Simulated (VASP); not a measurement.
# Ge (Pm-3m) in VASP: a series of runs, part 3 of 3

VASP 6.6.1.

### 4 Relaxation of cell and atoms, PBEsol

This run uses another cell than the first one, of 20.78 Å³/atom, 1.051 times its volume.

File INCAR:

```
SYSTEM = Ge
ALGO = Normal
EDIFF = 1E-6
EDIFFG = -0.01
ENCUT = 600
GGA = PS
IBRION = 2
ISIF = 3
ISMEAR = -1
LASPH = .True.
LCHARG = .False.
LREAL = .False.
LWAVE = .False.
NELM = 60
NSW = 80
PREC = Accurate
SIGMA = 0.1
```

File KPOINTS:

```
k-points
0
Gamma
  11 11 11
  0 0 0
```

File POSCAR:

```
Ge
1.0
    2.7491475330      0.0000000000      0.0000000000
    0.0000000000      2.7491475330      0.0000000000
    0.0000000000      0.0000000000      2.7491475330
Ge
1
Direct
    0.0000000000      0.0000000000      0.0000000000
```

Potentials or basis: VASP PAW PBE potentials, release 64 (Ge_d).

Launch:

```bash
cat potpaw_PBE.64/Ge_d/POTCAR > POTCAR
mpirun -np 1 vasp_std > vasp.out
```

OUTCAR:

```text
SYSTEM = Ge
   EDIFF = 1E-6
   EDIFFG = -0.01
   ENCUT = 600
   GGA = PS
   IBRION = 2
   ISIF = 3
   ISMEAR = -1
   LASPH = .True.
   LREAL = .False.
   NELM = 60
   NSW = 80
   PREC = Accurate

 ion  position               nearest neighbor table
   1  0.000  0.000  0.000-

  LATTYP: Found a simple cubic cell.
 ALAT       =     2.7491475330

  Lattice vectors:

 A1 = (   2.7491475330,   0.0000000000,   0.0000000000)
 A2 = (   0.0000000000,   2.7491475330,   0.0000000000)
 A3 = (   0.0000000000,   0.0000000000,   2.7491475330)

Analysis of symmetry for initial positions (statically):
=====================================================================
 Subroutine PRICEL returns:
 Original cell was already a primitive cell.

 Routine SETGRP: Setting up the symmetry group for a
 simple cubic supercell.

 Subroutine GETGRP returns: Found 48 space group operations
 (whereof 48 operations were pure point group operations)
 out of a pool of 48 trial point group operations.

The static configuration has the point symmetry O_h .

Analysis of symmetry for dynamics (positions and initial velocities):
=====================================================================
 Subroutine PRICEL returns:
 Original cell was already a primitive cell.

 Routine SETGRP: Setting up the symmetry group for a
 simple cubic supercell.

 Subroutine GETGRP returns: Found 48 space group operations
 (whereof 48 operations were pure point group operations)
 out of a pool of 48 trial point group operations.

The dynamic configuration has the point symmetry O_h .

 Subroutine INISYM returns: Found 48 space group operations
 (whereof 48 operations are pure point group operations),
 and found     1 'primitive' translations

----------------------------------------------------------------------------------------

                                     Primitive cell

  volume of cell :      20.7775

  direct lattice vectors                    reciprocal lattice vectors
     2.749147533  0.000000000  0.000000000     0.363749121  0.000000000  0.000000000
     0.000000000  2.749147533  0.000000000     0.000000000  0.363749121  0.000000000
     0.000000000  0.000000000  2.749147533     0.000000000  0.000000000  0.363749121

  length of vectors
     2.749147533  2.749147533  2.749147533     0.363749121  0.363749121  0.363749121

  position of ions in fractional coordinates (direct lattice)
     0.000000000  0.000000000  0.000000000

  ion indices of the primitive-cell ions
   primitive index   ion index
                 1           1

----------------------------------------------------------------------------------------

 KPOINTS: k-points

Automatic generation of k-mesh.
 Grid dimensions read from file:
 generate k-points for:   11   11   11

 Generating k-lattice:

  Cartesian coordinates                     Fractional coordinates (reciprocal lattice)
     0.033068102  0.000000000  0.000000000     0.090909091  0.000000000  0.000000000
     0.000000000  0.033068102  0.000000000     0.000000000  0.090909091  0.000000000
[... 42 lines left out ...]
   total plane-waves  NPLWV =  13824
   dimension x,y,z NGX =    24 NGY =   24 NGZ =   24
   dimension x,y,z NGXF=    48 NGYF=   48 NGZF=   48
   ions per type =               1
   NGX,Y,Z   is equivalent  to a cutoff of  14.51, 14.51, 14.51 a.u.
   NGXF,Y,Z  is equivalent  to a cutoff of  29.03, 29.03, 29.03 a.u.
 SYSTEM =  Ge
   PREC   = accura    normal or accurate (medium, high low for compatibility)
   ISTART =      0    job   : 0-new  1-cont  2-samecut
   ICHARG =      2    charge: 1-file 2-atom 10-const
   ISPIN  =      1    spin polarized calculation?
   LNONCOLLINEAR =      F non collinear calculations
   LSORBIT =      F    spin-orbit coupling
   LASPH  =      T    aspherical Exc in radial PAW
   ENCUT  =  600.0 eV  44.10 Ry    6.64 a.u.   5.49  5.49  5.49*2*pi/ulx,y,z
   NELM   =     60;   NELMIN=  2; NELMDL= -5     # of ELM steps
   EDIFF  = 0.1E-05   stopping-criterion for ELM
   LREAL  =      F    real-space projection
   EDIFFG = -.1E-01   stopping-criterion for IOM
   NSW    =     80    number of steps for IOM
   IBRION =      2    ionic relax: 0-MD 1-quasi-New 2-CG
   NFREE  =      1    steps in history (QN), initial steepest desc. (CG)
   ISIF   =      3    stress and relaxation
   ISYM   =      2    0-nonsym 1-usesym 2-fastsym
   POTIM  = 0.5000    time-step for ionic-motion
   TEBEG  =    0.0;   TEEND  =   0.0 temperature during run
   PSTRESS=    0.0 pullay stress
   NELECT =      14.0000    total number of electrons
   NUPDOWN=      -1.0000    fix difference up-down
   EMIN   =  10.00;   EMAX   =-10.00  energy-range for DOS
   EFERMI =   0.00;   METHOD = LEGACY
   ISMEAR =    -1;   SIGMA  =   0.10  broadening in eV -4-tet -1-fermi 0-gaus
   EFERMI_NEDOS =   21; number of points for ismear=-14 and -15
   IALGO  =     38    algorithm
   IMIX   =      4    mixing-type and parameters
     AMIX     =   0.40;   BMIX     =  1.00
     AMIX_MAG =   1.60;   BMIX_MAG =  1.00
  volume/ion in A,a.u.               =      20.78       140.21
  Fermi-wavevector in a.u.,A,eV,Ry     =   1.435223  2.712179 28.026176  2.059866
  Thomas-Fermi vector in A             =   2.554545
   LORBIT       =      0    0 simple, 1 ext, 2 COOP (PROOUT), +10 PAW based schemes
   GGA     = PS    functional components
   LHFCALC =     F    Hartree Fock is set to
   AEXX    =    0.0000 exact exchange contribution
   IVDW    =     0    specifies the selected vdW correction
   LEPSILON=     F    determine dielectric tensor
   LRPA    =     F    only Hartree local field effects (RPA)
 conjugate gradient relaxation of ions
 non-spin polarized calculation
  energy-cutoff  :      600.00
  volume of cell :       20.78
 maximum number of plane-waves:       739
 NGX is ok and might be reduce to    24
   NGX = 11   NGY = 11   NGZ = 11

--------------------------------------- Ionic step        1  -------------------------------------------

 number of electron      14.0000012 magnetization

 Free energy of the ion-electron system (eV)
  ---------------------------------------------------
  ext. energy  EPLUGINS =         0.00000000
  ---------------------------------------------------
  free energy    TOTEN  =        -4.70920154 eV

  energy without entropy =       -4.68947668  energy(sigma->0) =       -4.69933911

------------------------ aborting loop because EDIFF is reached ----------------------------------------

  FORCE on cell =-STRESS in cart. coord.  units (eV):
  Direction    XX          YY          ZZ          XY          YZ          ZX
  --------------------------------------------------------------------------------------
  -------------------------------------------------------------------------------------
  Total       -0.7304977     -0.7304977     -0.7304977      0.0000000      0.0000000      0.0000000
  in kB      -56.3294247    -56.3294247    -56.3294247      0.0000000      0.0000000      0.0000000
  external PRESSURE =     -56.3294247 kB  Pullay stress =       0.0000000 kB
[... 92 lines left out ...]
--------------------------------------- Ionic step        4  -------------------------------------------

 number of electron      13.9999992 magnetization

 Free energy of the ion-electron system (eV)
  ---------------------------------------------------
  ext. energy  EPLUGINS =         0.00000000
  ---------------------------------------------------
  free energy    TOTEN  =        -4.74229194 eV

  energy without entropy =       -4.72366791  energy(sigma->0) =       -4.73297992

 E-fermi :   6.1188     XC(G=0): -11.2957

 val. band max:        6.1101236586   @ k =   0.2727   0.2727   0.0909
 cond. band min:       6.2116669008   @ k =   0.4545   0.4545   0.3636
 fundamental gap:      0.1015432423
 Fermi energy:         6.1188331420

 k-point     1 :       0.0000    0.0000    0.0000
  band No.  band energies     occupation
      1     -18.3763      2.00000
      2     -18.3763      2.00000
      3     -18.0960      2.00000
      4     -18.0960      2.00000
      5     -18.0960      2.00000
      6      -6.8572      2.00000
      7      13.0772      0.00000
      8      13.0772      0.00000
      9      13.0772      0.00000
     10      16.4722      0.00000
     11      16.4722      0.00000
[... 309 lines left out ...]
 k-point    24 :       0.2727    0.0909    0.0909
  band No.  band energies     occupation
      1     -18.3409      2.00000
      2     -18.2404      2.00000
      3     -18.1454      2.00000
      4     -18.1442      2.00000
      5     -18.1041      2.00000
      6      -5.0282      2.00000
      7       5.3194      1.99933
      8      12.2298      0.00000
      9      12.8833      0.00000
     10      20.5928      0.00000
     11      21.0045      0.00000

 [... further k-points ...]
[... 5 lines left out ...]
  --------------------------------------------------------------------------------------
  -------------------------------------------------------------------------------------
  Total       -0.0034309     -0.0034309     -0.0034309      0.0000000     -0.0000000     -0.0000000
  in kB       -0.2889662     -0.2889662     -0.2889662      0.0000000     -0.0000000     -0.0000000
  external PRESSURE =      -0.2889662 kB  Pullay stress =       0.0000000 kB
[... 16 lines left out ...]
  FREE ENERGIE OF THE ION-ELECTRON SYSTEM (eV)
  ---------------------------------------------------
  free  energy   TOTEN  =        -4.7422919354 eV

  energy  without entropy=       -4.7236679098  energy(sigma->0) =       -4.73297992

 reached required accuracy - stopping structural energy minimisation
```

CONTCAR:

```text
Ge
   1.00000000000000
     2.6694627942418241    0.0000000000000000    0.0000000000000000
     0.0000000000000000    2.6694627942418245    0.0000000000000000
     0.0000000000000000    0.0000000000000000    2.6694627942418245
  Ge
     1
Direct
     0.0000000000000000    0.0000000000000000    0.0000000000000000

  0.00000000E+00  0.00000000E+00  0.00000000E+00
```

Run time: 44 s. Hardware: 1 thread of AMD EPYC 7R43 (Zen 3), shared host; peak memory 0.11 GiB.

Results:

```yaml
Free_energy: -4.7423 eV
Relaxed_volume: 19.02 Å³/atom
Relaxed_cell: a = 2.669 Å, b = 2.669 Å, c = 2.669 Å, α = 90.00°, β = 90.00°, γ = 90.00°
Space_group_after_relaxing_to_0.05_Å: Pm-3m (No. 221)
Energy_gained_by_relaxing: 33.1 meV/atom
Ionic_steps: 4
Pressure_after_relaxing: 0.0 GPa
Band_gap_on_the_k_mesh: zero (band 7 reaches 13.08 eV, above the bottom of band 8 at 4.00 eV)
```

Step by step:
| step | energy change (eV) | largest force (eV/Å) | pressure (GPa) | volume (Å³) |
| --- | --- | --- | --- | --- |
| 1 | 0.0000 | 0.0000 | -5.63 | 20.78 |
| 2 | -0.0315 | 0.0000 | 1.20 | 18.66 |
| 3 | -0.0331 | 0.0000 | 0.14 | 18.98 |
| 4 | -0.0331 | 0.0000 | -0.03 | 19.02 |

Final structure:
```
Ge
1.0
     2.66946    0.00000    0.00000
     0.00000    2.66946    0.00000
     0.00000    0.00000    2.66946
Ge
1
Direct
  0.00000 0.00000 0.00000
```

Caveat: the PAW data sets were made with another functional, which shifts forces and pressure a little.

### 5 Overview

```tsv
task	cell	k mesh	cutoff (eV)	gap on the mesh (eV)	pressure (GPa)
single point	a = 2.704 Å, 1 atom	13 × 13 × 13	520	none	-2.9
single point	a = 2.738 Å, 1 atom	13 × 13 × 13	520	none	-5.1
relaxation of cell and atoms	relaxed from a = 2.749 Å, 1 atom	11 × 11 × 11	600	none	0.0
```

Alike in all rows: level PBEsol; potentials or basis VASP PAW PBE potentials, release 64 (Ge_d); no spin polarisation; smearing fermi-dirac 0.1 eV.

Caveats: the PAW data sets were made with another functional, which shifts forces and pressure a little.

Absolute energies hang on the potentials; compare differences alone.
